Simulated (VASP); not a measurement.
# Mg (P6_3/mmc) in VASP: further runs

Mg is run at these levels: PBE, PBE+D3(BJ); tasks: relaxation of cell and atoms, single point.

Everything below comes from runs of VASP 6.6.1. Logs are shortened: lines on timing, memory, paths and dates and some standing lists are left out, and cuts for length are marked.

**1. The cell of the first run**

The structure is hexagonal, space group P6_3/mmc (No. 194). Conventional cell: a = 3.209 Å, b = 3.209 Å, c = 5.210 Å, α = 90.00°, β = 90.00°, γ = 120.00°. Within 4.2 Å of Mg (site symmetry -6m2) lie 12 Mg at 3.20 to 3.21 Å.

**2. Relaxation of cell and atoms, PBE, collinear spin, antiferromagnetic start**

Contents of INCAR:

```
SYSTEM = Mg
PREC = Accurate
ENCUT = 600
EDIFF = 1E-7
ISMEAR = -1
SIGMA = 0.05
LREAL = .FALSE.
LASPH = .TRUE.
NELM = 150
ALGO = Normal
ISIF = 3
LWAVE = .FALSE.
LCHARG = .FALSE.
ISPIN = 2
MAGMOM = 0.375 -0.375
LORBIT = 11
NUPDOWN = 0.0
GGA = PE
IBRION = 2
NSW = 80
EDIFFG = -0.005
```

Contents of KPOINTS:

```
regular mesh
0
G
  10 10 5
  0 0 0
```

Contents of POSCAR:

```
Mg
1.0
    3.2093000000      0.0000000000      0.0000000000
   -1.6046500000      2.7793353284      0.0000000000
    0.0000000000      0.0000000000      5.2103000000
Mg
2
Direct
    0.6666666667      0.3333333333      0.7500000000
    0.3333333333      0.6666666667      0.2500000000
```

Potentials or basis: VASP PAW PBE potentials, release 64 (Mg).

On the command line:

```
$ cat potpaw_PBE.64/Mg/POTCAR > POTCAR
$ mpirun -np 1 vasp_std > vasp.out
```

OUTCAR:

```text
SYSTEM = Mg
   PREC = Accurate
   ENCUT = 600
   EDIFF = 1E-7
   ISMEAR = -1
   LREAL = .FALSE.
   LASPH = .TRUE.
   NELM = 150
   ISIF = 3
   ISPIN = 2
   LORBIT = 11
   NUPDOWN = 0.0
   GGA = PE
   IBRION = 2
   NSW = 80
   EDIFFG = -0.005

 ion  position               nearest neighbor table
   1  0.667  0.333  0.750-   2 3.20   2 3.20   2 3.20   2 3.20   2 3.20   2 3.20
   2  0.333  0.667  0.250-   1 3.20   1 3.20   1 3.20   1 3.20   1 3.20   1 3.20

  LATTYP: Found a hexagonal cell.
 ALAT       =     3.2093000000
 C/A-ratio  =     1.6235004518

  Lattice vectors:

 A1 = (   3.2093000000,   0.0000000000,   0.0000000000)
 A2 = (  -1.6046500000,   2.7793353284,   0.0000000000)
 A3 = (   0.0000000000,   0.0000000000,   5.2103000000)

Analysis of symmetry for initial positions (statically):
=====================================================================
 Subroutine PRICEL returns:
 Original cell was already a primitive cell.

 Routine SETGRP: Setting up the symmetry group for a
 hexagonal supercell.

 Subroutine GETGRP returns: Found 24 space group operations
 (whereof 12 operations were pure point group operations)
 out of a pool of 24 trial point group operations.

The static configuration has the point symmetry D_3d.
 The point group associated with its full space group is D_6h.

Analysis of symmetry for dynamics (positions and initial velocities):
=====================================================================
 Subroutine PRICEL returns:
 Original cell was already a primitive cell.

 Routine SETGRP: Setting up the symmetry group for a
 hexagonal supercell.

 Subroutine GETGRP returns: Found 24 space group operations
 (whereof 12 operations were pure point group operations)
 out of a pool of 24 trial point group operations.

The dynamic configuration has the point symmetry D_3d.
 The point group associated with its full space group is D_6h.

Analysis of structural, dynamic, and magnetic symmetry:
=====================================================================
 Subroutine PRICEL returns:
 Original cell was already a primitive cell.

 Routine SETGRP: Setting up the symmetry group for a
 hexagonal supercell.

 Subroutine GETGRP returns: Found 24 space group operations
 (whereof 12 operations were pure point group operations)
 out of a pool of 24 trial point group operations.

The overall configuration has the point symmetry D_3d.
 The point group associated with its full space group is D_6h.

 Subroutine INISYM returns: Found 24 space group operations
 (whereof 12 operations are pure point group operations),
 and found     1 'primitive' translations

----------------------------------------------------------------------------------------

                                     Primitive cell

  volume of cell :      46.4744

  direct lattice vectors                    reciprocal lattice vectors
     3.209300000  0.000000000  0.000000000     0.311594429  0.179899127  0.000000000
    -1.604650000  2.779335328  0.000000000     0.000000000  0.359798255  0.000000000
     0.000000000  0.000000000  5.210300000     0.000000000  0.000000000  0.191927528

  length of vectors
     3.209300000  3.209300000  5.210300000     0.359798255  0.359798255  0.191927528

  position of ions in fractional coordinates (direct lattice)
     0.666666667  0.333333333  0.750000000
     0.333333333  0.666666667  0.250000000

  ion indices of the primitive-cell ions
   primitive index   ion index
                 1           1
                 2           2

----------------------------------------------------------------------------------------

 KPOINTS: regular mesh

Automatic generation of k-mesh.
 Grid dimensions read from file:
 generate k-points for:   10   10    5

 Generating k-lattice:

  Cartesian coordinates                     Fractional coordinates (reciprocal lattice)
     0.031159443  0.017989913  0.000000000     0.100000000 -0.000000000  0.000000000
     0.000000000  0.035979825  0.000000000     0.000000000  0.100000000  0.000000000
     0.000000000  0.000000000  0.038385506     0.000000000  0.000000000  0.200000000

  Length of vectors
     0.035979825  0.035979825  0.038385506

  Shift w.r.t. Gamma in fractional coordinates (k-lattice)
     0.000000000  0.000000000  0.000000000

 Subroutine IBZKPT returns following result:
 ===========================================

 Found     42 irreducible k-points:

 Following reciprocal coordinates:
            Coordinates               Weight
  0.000000  0.000000  0.000000      1.000000
  0.100000  0.000000  0.000000      6.000000
  0.200000  0.000000  0.000000      6.000000
  0.300000  0.000000  0.000000      6.000000
  0.400000  0.000000  0.000000      6.000000
  0.500000  0.000000  0.000000      3.000000
[... 16 lines left out ...]
  0.300000  0.100000  0.200000     24.000000
  0.400000  0.100000  0.200000     24.000000
 [... further k-points ...]
   k-points           NKPTS =     42   k-points in BZ     NKDIM =     42   number of bands    NBANDS=      6
   number of dos      NEDOS =    301   number of ions     NIONS =      2
   total plane-waves  NPLWV =  32928
   dimension x,y,z NGX =    28 NGY =   28 NGZ =   42
   dimension x,y,z NGXF=    56 NGYF=   56 NGZF=   84
   ions per type =               2
   NGX,Y,Z   is equivalent  to a cutoff of  14.50, 14.50, 13.40 a.u.
   NGXF,Y,Z  is equivalent  to a cutoff of  29.01, 29.01, 26.80 a.u.
 SYSTEM =  Mg
   PREC   = accura    normal or accurate (medium, high low for compatibility)
   ISTART =      0    job   : 0-new  1-cont  2-samecut
   ICHARG =      2    charge: 1-file 2-atom 10-const
   ISPIN  =      2    spin polarized calculation?
   LNONCOLLINEAR =      F non collinear calculations
   LSORBIT =      F    spin-orbit coupling
   LASPH  =      T    aspherical Exc in radial PAW
   ENCUT  =  600.0 eV  44.10 Ry    6.64 a.u.   6.41  6.41 10.41*2*pi/ulx,y,z
   NELM   =    150;   NELMIN=  2; NELMDL= -5     # of ELM steps
   EDIFF  = 0.1E-06   stopping-criterion for ELM
   LREAL  =      F    real-space projection
   EDIFFG = -.5E-02   stopping-criterion for IOM
   NSW    =     80    number of steps for IOM
   IBRION =      2    ionic relax: 0-MD 1-quasi-New 2-CG
   NFREE  =      1    steps in history (QN), initial steepest desc. (CG)
   ISIF   =      3    stress and relaxation
   ISYM   =      2    0-nonsym 1-usesym 2-fastsym
   POTIM  = 0.5000    time-step for ionic-motion
   TEBEG  =    0.0;   TEEND  =   0.0 temperature during run
   PSTRESS=    0.0 pullay stress
   NELECT =       4.0000    total number of electrons
   NUPDOWN=       0.0000    fix difference up-down
   EMIN   =  10.00;   EMAX   =-10.00  energy-range for DOS
   EFERMI =   0.00;   METHOD = LEGACY
   ISMEAR =    -1;   SIGMA  =   0.05  broadening in eV -4-tet -1-fermi 0-gaus
   EFERMI_NEDOS =   21; number of points for ismear=-14 and -15
   IALGO  =     38    algorithm
   IMIX   =      4    mixing-type and parameters
     AMIX     =   0.40;   BMIX     =  1.00
     AMIX_MAG =   1.60;   BMIX_MAG =  1.00
  volume/ion in A,a.u.               =      23.24       156.81
  Fermi-wavevector in a.u.,A,eV,Ry     =   0.722809  1.365911  7.108401  0.522453
  Thomas-Fermi vector in A             =   1.812866
   LORBIT       =     11    0 simple, 1 ext, 2 COOP (PROOUT), +10 PAW based schemes
   GGA     = PE    functional components
   LHFCALC =     F    Hartree Fock is set to
   AEXX    =    0.0000 exact exchange contribution
   IVDW    =     0    specifies the selected vdW correction
   LEPSILON=     F    determine dielectric tensor
   LRPA    =     F    only Hartree local field effects (RPA)
 conjugate gradient relaxation of ions
 spin polarized calculation
  energy-cutoff  :      600.00
  volume of cell :       46.47
 maximum number of plane-waves:      1578
 NGX is ok and might be reduce to    28
   NGX = 13   NGY = 13   NGZ = 21

--------------------------------------- Ionic step        1  -------------------------------------------

 number of electron       4.0000000 magnetization      -0.0000000

 number of electron       4.0000000 magnetization       0.0000000

 Free energy of the ion-electron system (eV)
  ---------------------------------------------------
  ext. energy  EPLUGINS =         0.00000000
  ---------------------------------------------------
  free energy    TOTEN  =        -3.00654699 eV

  energy without entropy =       -2.99463733  energy(sigma->0) =       -3.00059216

------------------------ aborting loop because EDIFF is reached ----------------------------------------

  FORCE on cell =-STRESS in cart. coord.  units (eV):
  Direction    XX          YY          ZZ          XY          YZ          ZX
  --------------------------------------------------------------------------------------
  -------------------------------------------------------------------------------------
  Total       -0.2560740     -0.2560740      0.0812899      0.0000000      0.0000000      0.0000000
  in kB       -8.8279934     -8.8279934      2.8024193      0.0000000      0.0000000      0.0000000
  external PRESSURE =      -4.9511892 kB  Pullay stress =       0.0000000 kB
[... 175 lines left out ...]
--------------------------------------- Ionic step        6  -------------------------------------------

 number of electron       4.0000000 magnetization      -0.0000000

 number of electron       4.0000000 magnetization       0.0000000

 Free energy of the ion-electron system (eV)
  ---------------------------------------------------
  ext. energy  EPLUGINS =         0.00000000
  ---------------------------------------------------
  free energy    TOTEN  =        -3.01237607 eV

  energy without entropy =       -3.00377271  energy(sigma->0) =       -3.00807439

 E-fermi :   2.6876     XC(G=0):  -8.4949

 val. band max:        2.6242176467   @ k =   0.3000   0.3000   0.4000
 cond. band min:       2.7014184132   @ k =   0.4000   0.1000   0.4000
 fundamental gap:      0.0772007665
 Fermi energy:         2.6875803884

 spin component 1

 k-point     1 :       0.0000    0.0000    0.0000
  band No.  band energies     occupation
      1      -4.2970      1.00000
      2       0.8096      1.00000
      3       1.1295      1.00000
      4      13.8979      0.00000
      5      13.8979      0.00000
      6      14.0854      0.00000

 k-point     2 :       0.1000    0.0000    0.0000
  band No.  band energies     occupation
      1      -4.0961      1.00000
      2       0.9937      1.00000
      3       1.3252      1.00000
      4      11.0673      0.00000
      5      12.4901      0.00000
      6      13.1993      0.00000
[... 190 lines left out ...]
 k-point    24 :       0.4000    0.1000    0.2000
  band No.  band energies     occupation
      1       0.0350      1.00000
      2       1.8702      1.00000
      3       3.2122      0.00003
      4       4.9790      0.00000
      5       6.8928      0.00000
      6       7.9293      0.00000

 [... further k-points ...]

 spin component 2

 k-point     1 :       0.0000    0.0000    0.0000
  band No.  band energies     occupation
      1      -4.2970      1.00000
      2       0.8096      1.00000
      3       1.1295      1.00000
      4      13.8979      0.00000
      5      13.8979      0.00000
      6      14.0854      0.00000

 k-point     2 :       0.1000    0.0000    0.0000
  band No.  band energies     occupation
      1      -4.0961      1.00000
      2       0.9937      1.00000
      3       1.3252      1.00000
      4      11.0673      0.00000
      5      12.4901      0.00000
      6      13.1993      0.00000
[... 190 lines left out ...]
 k-point    24 :       0.4000    0.1000    0.2000
  band No.  band energies     occupation
      1       0.0350      1.00000
      2       1.8702      1.00000
      3       3.2122      0.00003
      4       4.9790      0.00000
      5       6.8928      0.00000
      6       7.9293      0.00000

 [... further k-points ...]

------------------------ aborting loop because EDIFF is reached ----------------------------------------

  FORCE on cell =-STRESS in cart. coord.  units (eV):
  Direction    XX          YY          ZZ          XY          YZ          ZX
  --------------------------------------------------------------------------------------
  -------------------------------------------------------------------------------------
  Total        0.0054646      0.0054646      0.0039332      0.0000000     -0.0000000      0.0000000
  in kB        0.1909467      0.1909467      0.1374370      0.0000000     -0.0000000      0.0000000
  external PRESSURE =       0.1731101 kB  Pullay stress =       0.0000000 kB
[... 17 lines left out ...]
  FREE ENERGIE OF THE ION-ELECTRON SYSTEM (eV)
  ---------------------------------------------------
  free  energy   TOTEN  =        -3.0123760660 eV

  energy  without entropy=       -3.0037727115  energy(sigma->0) =       -3.00807439

 reached required accuracy - stopping structural energy minimisation

 total charge

# of ion       s       p       d       tot
------------------------------------------
    1        0.210   0.126   0.012   0.347
    2        0.210   0.126   0.012   0.347
--------------------------------------------------
tot          0.420   0.252   0.023   0.694

 magnetization (x)

# of ion       s       p       d       tot
------------------------------------------
    1        0.000   0.000   0.000   0.000
    2       -0.000  -0.000  -0.000  -0.000
--------------------------------------------------
tot          0.000   0.000   0.000   0.000
```

It took 66 s on 1 thread of Intel Xeon 6975P-C (Granite Rapids), shared host; peak memory 0.2 GiB.

What came out:

```
Free energy                                           : -3.0124 eV
Relaxed volume                                        : 22.93 Å³/atom
Relaxed cell                                          : a = 3.164 Å, b = 3.164 Å, c = 5.289 Å, α = 90.00°, β = 90.00°, γ = 120.00°
Space group after relaxing (to 0.05 Å)                : P6_3/mmc (No. 194)
Energy gained by relaxing                             : 2.9 meV/atom
Ionic steps                                           : 6
Pressure after relaxing                               : 0.0 GPa
Net moment                                            : 0.00 μB per cell
Valence electrons inside the program's atomic spheres : Mg 0.35
```

The path:
```tsv
step	energy change (eV)	largest force (eV/Å)	pressure (GPa)	volume (Å³)
1	0.0000	0.0000	-0.50	46.47
2	-0.0028	0.0000	-0.12	45.99
3	-0.0044	0.0000	0.44	45.32
4	-0.0054	0.0000	0.32	45.48
5	-0.0054	0.0000	0.33	45.47
6	-0.0058	0.0000	0.02	45.85
```

Final structure:
```cif
data_structure
_symmetry_space_group_name_H-M 'P 1'
_symmetry_Int_Tables_number 1
_cell_length_a 3.1639
_cell_length_b 3.1639
_cell_length_c 5.2892
_cell_angle_alpha 90.000
_cell_angle_beta 90.000
_cell_angle_gamma 120.000
_cell_volume 45.85
loop_
_atom_site_label
_atom_site_type_symbol
_atom_site_fract_x
_atom_site_fract_y
_atom_site_fract_z
_atom_site_occupancy
Mg1 Mg 0.66667 0.33333 0.75000 1
Mg2 Mg 0.33333 0.66667 0.25000 1
```

Caveat: the total moment is fixed, so each spin has its own Fermi level.

**3. Single point, PBE+D3(BJ), non-collinear spin, typed start**

Contents of INCAR:

```
SYSTEM = Mg
PREC = Accurate
ENCUT = 520
EDIFF = 1E-6
ISMEAR = 1
SIGMA = 0.05
LREAL = .FALSE.
LASPH = .TRUE.
NELM = 150
ALGO = Normal
ISIF = 2
LWAVE = .FALSE.
LCHARG = .TRUE.
LNONCOLLINEAR = .TRUE.
MAGMOM = 0.5 0 0 -0.5 0 0
LORBIT = 11
GGA = PE
IVDW = 12
LVHAR = .TRUE.
NBANDS = 16
```

Contents of KPOINTS:

```
regular mesh
0
G
  8 8 4
  0 0 0
```

POSCAR is that of step 2.

Potentials or basis: VASP PAW PBE potentials, release 64 (Mg).

On the command line:

```
$ cat potpaw_PBE.64/Mg/POTCAR > POTCAR
$ mpirun -np 1 vasp_ncl > vasp.out
```

Run time: 60 s. Hardware: 1 thread of Intel Xeon 6975P-C (Granite Rapids), shared host; peak memory 0.3 GiB.

Results (log left out):

* Free energy: -3.5931 eV
* Pressure: -2.5 GPa
* Band gap on the k mesh: zero (band 4 reaches 3.57 eV, above the bottom of band 5 at 1.33 eV)
* Net moment: 0.00 μB per cell
* Valence electrons inside the program's atomic spheres: Mg 0.34
* Dispersion energy per atom: -0.280 eV

Stress tensor (GPa, compression positive):
```
-2.89  0.00  0.00
 0.00 -2.89  0.00
 0.00  0.00 -1.83
```

Levels at points of the mesh, in eV from the Fermi level:
```csv
k point,band 1,band 2,band 3,band 4,band 5,band 6,band 7,band 8,band 9
"(0.00, 0.00, 0.00)",-6.81,-6.81,-1.60,-1.60,-1.17,-1.17,10.94,10.94,10.94
"(0.50, 0.00, 0.00)",-2.05,-2.05,-2.05,-2.05,2.71,2.71,3.08,3.08,3.31
"(0.00, 0.50, 0.00)",-2.05,-2.05,-2.05,-2.05,2.71,2.71,3.08,3.08,3.31
"(0.00, 0.00, 0.50)",-5.43,-5.43,-5.43,-5.43,5.06,5.06,5.06,5.06,11.68
"(0.50, 0.00, 0.50)",-1.02,-1.02,-1.02,-1.02,-0.38,-0.38,-0.38,-0.38,8.05
"(0.00, 0.50, 0.50)",-1.02,-1.02,-1.02,-1.02,-0.38,-0.38,-0.38,-0.38,8.05
```

Moments on the atoms (μB; x, y, z):
```
Mg  0.00 0.00 0.00
Mg  0.00 0.00 0.00
```

Caveat: pairwise dispersion overbinds metals, which lowers pressure and volume.

**4. Single point, PBE**

Contents of INCAR:

```
SYSTEM = Mg
ALGO = Normal ; EDIFF = 1E-6
ENCUT = 520 ; GGA = PE
ISIF = 2 ; ISMEAR = 0
LASPH = .True. ; LCHARG = .True.
LELF = .True. ; LREAL = .False.
LVHAR = .True. ; LWAVE = .False.
NBANDS = 9 ; NELM = 80
PREC = Accurate ; SIGMA = 0.02
```

Contents of KPOINTS:

```
k-points
0
Gamma
  10 10 5
  0 0 0
```

POSCAR is that of step 3.

On the command line:

```
$ cat potpaw_PBE.64/Mg/POTCAR > POTCAR
$ mpirun -np 1 vasp_std > vasp.out
```

Run time: 14 s. Hardware: 1 thread of AMD EPYC 7R43 (Zen 3), shared host; peak memory 0.12 GiB.

Results (log left out):

* Free energy: -2.9992 eV
* Pressure: -0.6 GPa
* Band gap on the k mesh: zero (band 2 reaches 3.24 eV, above the bottom of band 3 at 1.33 eV)

Stress tensor (GPa, compression positive):
```
-0.81  0.00  0.00
 0.00 -0.81  0.00
 0.00  0.00 -0.09
```

Levels at points of the mesh, in eV from the Fermi level:
```
           k point  band 1  band 2  band 3  band 4  band 5  band 6
(0.00, 0.00, 0.00)   -6.87   -1.65   -1.24   10.88   10.88   10.97
(0.50, 0.00, 0.00)   -2.11   -2.11    2.65    3.03    3.25    3.66
```

[end of part 1 of 2]
